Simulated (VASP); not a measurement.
# Ag (Fm-3m) in VASP: a series of runs

Runs on Ag. Level: PBEsol. Tasks: single point.

All numbers are computed with VASP 6.6.1; they aren't measurements. Logs are shortened: lines on timing, memory, paths and dates and some standing lists are left out, and cuts for length are marked.

### Step 1. The cell of the first run

It takes space group Fm-3m (No. 225, cubic). Conventional cell: a = 4.113 Å, b = 4.113 Å, c = 4.113 Å, α = 90.00°, β = 90.00°, γ = 90.00°. Within 3.8 Å of Ag (site symmetry m-3m) lie 12 Ag at 2.91 Å.

### Step 2. Single point, PBEsol

File INCAR:

```
SYSTEM = Ag
ALGO     = Normal         ! electronic algorithm
EDIFF    = 1E-7           ! SCF threshold, eV
ENCUT    = 520            ! plane-wave cutoff, eV
GGA      = PS             ! functional
ISIF     = 2              ! what is computed and relaxed
ISMEAR   = 1              ! smearing method
LASPH    = .TRUE.         ! aspherical terms in the spheres
LCHARG   = .TRUE.         ! write CHGCAR
LELF     = .TRUE.         ! ELF
LREAL    = .FALSE.        ! projectors in reciprocal space
LVHAR    = .TRUE.       
LWAVE    = .FALSE.        ! write WAVECAR
NBANDS   = 12             ! bands
NELM     = 80             ! most SCF steps
PREC     = Accurate       ! precision mode
SIGMA    = 0.15           ! smearing width, eV
```

File KPOINTS:

```
k-points
0
G
  12 12 12
  0 0 0
```

File POSCAR:

```
Ag
1.0
    0.0000000000      2.0562785400      2.0562785400
    2.0562785400      0.0000000000      2.0562785400
    2.0562785400      2.0562785400      0.0000000000
Ag
1
Direct
    0.0000000000      0.0000000000      0.0000000000
```

Potentials or basis: VASP PAW PBE potentials, release 64 (Ag).

Launch:

```bash
$ cat potpaw_PBE.64/Ag/POTCAR > POTCAR
$ mpirun -np 1 vasp_std > vasp.out
```

OUTCAR:

```text
SYSTEM = Ag
   EDIFF = 1E-7
   ENCUT = 520
   GGA = PS
   ISIF = 2
   ISMEAR = 1
   LASPH = .TRUE.
   LREAL = .FALSE.
   NELM = 80
   PREC = Accurate

 ion  position               nearest neighbor table
   1  0.000  0.000  0.000-

  LATTYP: Found a face centered cubic cell.
 ALAT       =     4.1125570800

  Lattice vectors:

 A1 = (   0.0000000000,   2.0562785400,   2.0562785400)
 A2 = (   2.0562785400,   0.0000000000,   2.0562785400)
 A3 = (   2.0562785400,   2.0562785400,   0.0000000000)

Analysis of symmetry for initial positions (statically):
=====================================================================
 Subroutine PRICEL returns:
 Original cell was already a primitive cell.

 Routine SETGRP: Setting up the symmetry group for a
 face centered cubic supercell.

 Subroutine GETGRP returns: Found 48 space group operations
 (whereof 48 operations were pure point group operations)
 out of a pool of 48 trial point group operations.

The static configuration has the point symmetry O_h .

Analysis of symmetry for dynamics (positions and initial velocities):
=====================================================================
 Subroutine PRICEL returns:
 Original cell was already a primitive cell.

 Routine SETGRP: Setting up the symmetry group for a
 face centered cubic supercell.

 Subroutine GETGRP returns: Found 48 space group operations
 (whereof 48 operations were pure point group operations)
 out of a pool of 48 trial point group operations.

The dynamic configuration has the point symmetry O_h .

 Subroutine INISYM returns: Found 48 space group operations
 (whereof 48 operations are pure point group operations),
 and found     1 'primitive' translations

----------------------------------------------------------------------------------------

                                     Primitive cell

  volume of cell :      17.3890

  direct lattice vectors                    reciprocal lattice vectors
     0.000000000  2.056278540  2.056278540    -0.243157719  0.243157719  0.243157719
     2.056278540  0.000000000  2.056278540     0.243157719 -0.243157719  0.243157719
     2.056278540  2.056278540  0.000000000     0.243157719  0.243157719 -0.243157719

  length of vectors
     2.908016999  2.908016999  2.908016999     0.421161524  0.421161524  0.421161524

  position of ions in fractional coordinates (direct lattice)
     0.000000000  0.000000000  0.000000000

  ion indices of the primitive-cell ions
   primitive index   ion index
                 1           1

----------------------------------------------------------------------------------------

 KPOINTS: k-points

Automatic generation of k-mesh.
 Grid dimensions read from file:
 generate k-points for:   12   12   12

 Generating k-lattice:

  Cartesian coordinates                     Fractional coordinates (reciprocal lattice)
    -0.020263143  0.020263143  0.020263143     0.083333333  0.000000000  0.000000000
     0.020263143 -0.020263143  0.020263143     0.000000000  0.083333333  0.000000000
     0.020263143  0.020263143 -0.020263143     0.000000000  0.000000000  0.083333333

  Length of vectors
     0.035096794  0.035096794  0.035096794

  Shift w.r.t. Gamma in fractional coordinates (k-lattice)
     0.000000000  0.000000000  0.000000000

 Subroutine IBZKPT returns following result:
 ===========================================

 Found     72 irreducible k-points:

 Following reciprocal coordinates:
            Coordinates               Weight
  0.000000  0.000000  0.000000      1.000000
  0.083333  0.000000  0.000000      8.000000
  0.166667  0.000000  0.000000      8.000000
  0.250000  0.000000  0.000000      8.000000
  0.333333  0.000000  0.000000      8.000000
  0.416667  0.000000  0.000000      8.000000
[... 16 lines left out ...]
  0.500000  0.166667  0.000000     24.000000
 -0.416667  0.166667  0.000000     24.000000
 [... further k-points ...]
   k-points           NKPTS =     72   k-points in BZ     NKDIM =     72   number of bands    NBANDS=     12
   number of dos      NEDOS =    301   number of ions     NIONS =      1
   total plane-waves  NPLWV =  13824
   dimension x,y,z NGX =    24 NGY =   24 NGZ =   24
   dimension x,y,z NGXF=    48 NGYF=   48 NGZF=   48
   ions per type =               1
   NGX,Y,Z   is equivalent  to a cutoff of  13.72, 13.72, 13.72 a.u.
   NGXF,Y,Z  is equivalent  to a cutoff of  27.44, 27.44, 27.44 a.u.
 SYSTEM =  Ag
   PREC   = accura    normal or accurate (medium, high low for compatibility)
   ISTART =      0    job   : 0-new  1-cont  2-samecut
   ICHARG =      2    charge: 1-file 2-atom 10-const
   ISPIN  =      1    spin polarized calculation?
   LNONCOLLINEAR =      F non collinear calculations
   LSORBIT =      F    spin-orbit coupling
   LASPH  =      T    aspherical Exc in radial PAW
   ENCUT  =  520.0 eV  38.22 Ry    6.18 a.u.   5.41  5.41  5.41*2*pi/ulx,y,z
   NELM   =     80;   NELMIN=  2; NELMDL= -5     # of ELM steps
   EDIFF  = 0.1E-06   stopping-criterion for ELM
   LREAL  =      F    real-space projection
   EDIFFG = 0.1E-05   stopping-criterion for IOM
   NSW    =      0    number of steps for IOM
   IBRION =     -1    ionic relax: 0-MD 1-quasi-New 2-CG
   NFREE  =      0    steps in history (QN), initial steepest desc. (CG)
   ISIF   =      2    stress and relaxation
   ISYM   =      2    0-nonsym 1-usesym 2-fastsym
   POTIM  = 0.5000    time-step for ionic-motion
   TEBEG  =    0.0;   TEEND  =   0.0 temperature during run
   PSTRESS=    0.0 pullay stress
   NELECT =      11.0000    total number of electrons
   NUPDOWN=      -1.0000    fix difference up-down
   EMIN   =  10.00;   EMAX   =-10.00  energy-range for DOS
   EFERMI =   0.00;   METHOD = LEGACY
   ISMEAR =     1;   SIGMA  =   0.15  broadening in eV -4-tet -1-fermi 0-gaus
   EFERMI_NEDOS =   21; number of points for ismear=-14 and -15
   IALGO  =     38    algorithm
   IMIX   =      4    mixing-type and parameters
     AMIX     =   0.40;   BMIX     =  1.00
     AMIX_MAG =   1.60;   BMIX_MAG =  1.00
  volume/ion in A,a.u.               =      17.39       117.35
  Fermi-wavevector in a.u.,A,eV,Ry     =   1.405337  2.655702 26.871123  1.974972
  Thomas-Fermi vector in A             =   2.527808
   LORBIT       =      0    0 simple, 1 ext, 2 COOP (PROOUT), +10 PAW based schemes
   GGA     = PS    functional components
   LHFCALC =     F    Hartree Fock is set to
   AEXX    =    0.0000 exact exchange contribution
   IVDW    =     0    specifies the selected vdW correction
   LEPSILON=     F    determine dielectric tensor
   LRPA    =     F    only Hartree local field effects (RPA)
 non-spin polarized calculation
 Methfessel and Paxton  Order N= 1 SIGMA  =   0.15
  energy-cutoff  :      520.00
  volume of cell :       17.39
 maximum number of plane-waves:       487
 NGX is ok and might be reduce to    24
   NGX = 11   NGY = 11   NGZ = 11

 number of electron      10.9999999 magnetization

 Free energy of the ion-electron system (eV)
  ---------------------------------------------------
  ext. energy  EPLUGINS =         0.00000000
  ---------------------------------------------------
  free energy    TOTEN  =        -3.29267140 eV

  energy without entropy =       -3.29246168  energy(sigma->0) =       -3.29260149

 E-fermi :   7.8810     XC(G=0): -12.2944

 val. band max:        7.7386647385   @ k =   0.5000   0.3333   0.1667
 cond. band min:       7.9320049305   @ k =   0.5000   0.0833   0.0000
 fundamental gap:      0.1933401920
 Fermi energy:         7.8809571231

 k-point     1 :       0.0000    0.0000    0.0000
  band No.  band energies     occupation
      1       0.2756      2.00000
      2       3.2661      2.00000
      3       3.2661      2.00000
      4       3.2661      2.00000
      5       4.2775      2.00000
      6       4.2775      2.00000
      7      23.9022      0.00000
      8      27.3592      0.00000
      9      27.3592      0.00000
     10      27.3592      0.00000
     11      32.1299      0.00000
     12      33.1308      0.00000

 k-point     2 :       0.0833    0.0000    0.0000
  band No.  band energies     occupation
      1       0.4877      2.00000
      2       3.2197      2.00000
      3       3.3229      2.00000
      4       3.3229      2.00000
      5       4.2570      2.00000
      6       4.2570      2.00000
      7      23.8749      0.00000
      8      25.7799      0.00000
      9      27.4300      0.00000
     10      27.4300      0.00000
     11      31.8086      0.00000
     12      32.8825      0.00000

 k-point     3 :       0.1667    0.0000    0.0000
  band No.  band energies     occupation
      1       1.0619      2.00000
      2       3.1636      2.00000
      3       3.4373      2.00000
      4       3.4373      2.00000
      5       4.2512      2.00000
      6       4.2512      2.00000
      7      22.0633      0.00000
      8      24.7660      0.00000
      9      27.5255      0.00000
     10      27.5255      0.00000
     11      30.6325      0.00000
     12      32.0093      0.00000
[... 286 lines left out ...]
 k-point    23 :       0.5000    0.1667    0.0000
  band No.  band energies     occupation
      1       2.0900      2.00000
      2       3.0191      2.00000
      3       3.6472      2.00000
      4       3.9073      2.00000
      5       5.0767      2.00000
      6       8.5184     -0.00000
      7      12.5456      0.00000
      8      21.2929      0.00000
      9      23.1133      0.00000
     10      24.1828      0.00000
     11      32.6350      0.00000
     12      32.6873      0.00000

 k-point    24 :      -0.4167    0.1667    0.0000
  band No.  band energies     occupation
      1       2.1259      2.00000
      2       3.0153      2.00000
      3       3.6034      2.00000
      4       4.0526      2.00000
      5       4.9174      2.00000
      6       9.0896     -0.00000
      7      11.9289      0.00000
      8      20.5180      0.00000
      9      24.0209      0.00000
     10      24.1644      0.00000
     11      32.0944      0.00000
     12      32.3161      0.00000

 [... further k-points ...]
[... 5 lines left out ...]
  --------------------------------------------------------------------------------------
  -------------------------------------------------------------------------------------
  Total       -0.4897062     -0.4897062     -0.4897062      0.0000000      0.0000000     -0.0000000
  in kB      -45.1201335    -45.1201335    -45.1201335      0.0000000      0.0000000     -0.0000000
  external PRESSURE =     -45.1201335 kB  Pullay stress =       0.0000000 kB

 VOLUME and BASIS-vectors are now :
 -----------------------------------------------------------------------------
  energy-cutoff  :      520.00
  volume of cell :       17.39
      direct lattice vectors                 reciprocal lattice vectors
     0.000000000  2.056278540  2.056278540    -0.243157719  0.243157719  0.243157719
     2.056278540  0.000000000  2.056278540     0.243157719 -0.243157719  0.243157719
     2.056278540  2.056278540  0.000000000     0.243157719  0.243157719 -0.243157719

 POSITION                                       TOTAL-FORCE (eV/Angst)
 -----------------------------------------------------------------------------------
      0.00000      0.00000      0.00000        -0.000000      0.000000     -0.000000
 -----------------------------------------------------------------------------------
    total drift:                                0.000000     -0.000000     -0.000000

  FREE ENERGIE OF THE ION-ELECTRON SYSTEM (eV)
  ---------------------------------------------------
  free  energy   TOTEN  =        -3.2926714035 eV

  energy  without entropy=       -3.2924616779  energy(sigma->0) =       -3.29260149
```

It took 17 s on 1 thread of AMD EPYC 7R13, shared host; peak memory 0.15 GiB.

What came out:

```
Free energy : -3.2927 eV
Pressure    : -4.5 GPa
```

Levels at points of the mesh, in eV from the Fermi level:
```tsv
k point	band 2	band 3	band 4	band 5	band 6	band 7	band 8	band 9	band 10	band 11
(0.00, 0.00, 0.00)	-4.61	-4.61	-4.61	-3.60	-3.60	16.02	19.48	19.48	19.48	24.25
(0.50, 0.00, 0.00)	-4.63	-4.63	-2.83	-2.83	-0.32	3.56	15.25	17.69	17.69	22.62
(0.50, 0.50, 0.00)	-6.07	-2.86	-2.63	-2.63	1.64	6.65	10.58	10.58	17.01	17.04
```

Caveat: the PAW data sets were made with another functional, which shifts forces and pressure a little.

### Step 3. Single point, PBEsol

This run uses another cell than the first one, of 17.73 Å³/atom, 1.020 times its volume.

File INCAR:

```
PREC = Accurate
ENCUT = 520
EDIFF = 1E-6
ISMEAR = 1
SIGMA = 0.15
LREAL = False
LASPH = True
NELM = 100
ALGO = Normal
ISIF = 2
LWAVE = False
LCHARG = False
GGA = PS
NBANDS = 12
```

File KPOINTS:

```
Automatic mesh
0
Gamma
  12 12 12
```

File POSCAR:

```
Ag
1.0
    0.0000000000      2.0696313722      2.0696313722
    2.0696313722      0.0000000000      2.0696313722
    2.0696313722      2.0696313722      0.0000000000
Ag
1
Direct
    0.0000000000      0.0000000000      0.0000000000
```

Potentials or basis: VASP PAW PBE potentials, release 64 (Ag).

Launch:

```bash
$ cat potpaw_PBE.64/Ag/POTCAR > POTCAR
$ mpirun -np 1 vasp_std > vasp.out
```

Run time: 14 s. Hardware: 1 thread of AMD EPYC 7R13, shared host; peak memory 0.15 GiB.

Results (log left out):

| Property | Result |
| --- | --- |
| Free energy | -3.2815 eV |
| Pressure | -6.2 GPa |

Levels at points of the mesh, in eV from the Fermi level:
```tsv
k point	band 3	band 4	band 5	band 6	band 7	band 8	band 9	band 10
(0.00, 0.00, 0.00)	-4.55	-4.55	-3.57	-3.57	15.97	19.32	19.32	19.32
(0.50, 0.00, 0.00)	-4.57	-2.82	-2.82	-0.27	3.45	15.20	17.49	17.49
(0.50, 0.50, 0.00)	-2.85	-2.63	-2.63	1.66	6.50	10.48	10.48	16.78
```

Caveat: the PAW data sets were made with another functional, which shifts forces and pressure a little.

### Step 4. Single point, PBEsol

This run uses another cell than the first one, of 18.07 Å³/atom, 1.039 times its volume.

File INCAR:

```
SYSTEM = Ag
PREC     = Accurate       ! precision mode
ENCUT    = 520            ! plane-wave cutoff, eV
EDIFF    = 1E-6           ! SCF threshold, eV
ISMEAR   = 1              ! smearing method
SIGMA    = 0.15           ! smearing width, eV
LREAL    = .FALSE.        ! projectors in reciprocal space
LASPH    = .TRUE.         ! aspherical terms in the spheres
NELM     = 80             ! most SCF steps
ALGO     = Normal         ! electronic algorithm
ISIF     = 2              ! what is computed and relaxed
LWAVE    = .FALSE.        ! write WAVECAR
LCHARG   = .FALSE.        ! write CHGCAR
GGA      = PS             ! functional
NBANDS   = 12             ! bands
```

File KPOINTS:

```
Automatic mesh
0
G
  12 12 12
  0 0 0
```

File POSCAR:

```
Ag
1.0
    0.0000000000      2.0828140930      2.0828140930
    2.0828140930      0.0000000000      2.0828140930
    2.0828140930      2.0828140930      0.0000000000
Ag
1
Direct
    0.0000000000      0.0000000000      0.0000000000
```

Launch:

```bash
$ cat potpaw_PBE.64/Ag/POTCAR > POTCAR
$ mpirun -np 1 vasp_std > vasp.out
```

Run time: 15 s. Hardware: 1 thread of AMD EPYC 7R13, shared host; peak memory 0.14 GiB.

It converged, with:

```
Free energy : -3.2670 eV
Pressure    : -7.6 GPa
```

Levels at points of the mesh, in eV from the Fermi level:
```tsv
k point	band 3	band 4	band 5	band 6	band 7	band 8	band 9	band 10
(0.00, 0.00, 0.00)	-4.48	-4.48	-3.54	-3.54	15.93	19.16	19.16	19.16
(0.50, 0.00, 0.00)	-4.50	-2.81	-2.81	-0.22	3.35	15.16	17.29	17.29
(0.50, 0.50, 0.00)	-2.84	-2.63	-2.63	1.68	6.36	10.39	10.39	16.56
```

Caveat: the PAW data sets were made with another functional, which shifts forces and pressure a little.

### Step 5. The runs side by side

```csv
cell,gap on the mesh (eV),pressure (GPa)
"a = 2.908 Å, angles 60.0°, 1 atom",none,-4.5
"a = 2.927 Å, angles 60.0°, 1 atom",none,-6.2
"a = 2.946 Å, angles 60.0°, 1 atom",none,-7.6
```

Alike in all rows: task single point; level PBEsol; potentials or basis VASP PAW PBE potentials, release 64 (Ag); no spin polarisation; k mesh 12 × 12 × 12; cutoff (eV) 520; smearing methfessel-paxton 0.15 eV.

Caveats: the PAW data sets were made with another functional, which shifts forces and pressure a little.

Absolute energies hang on the potentials; compare differences alone.
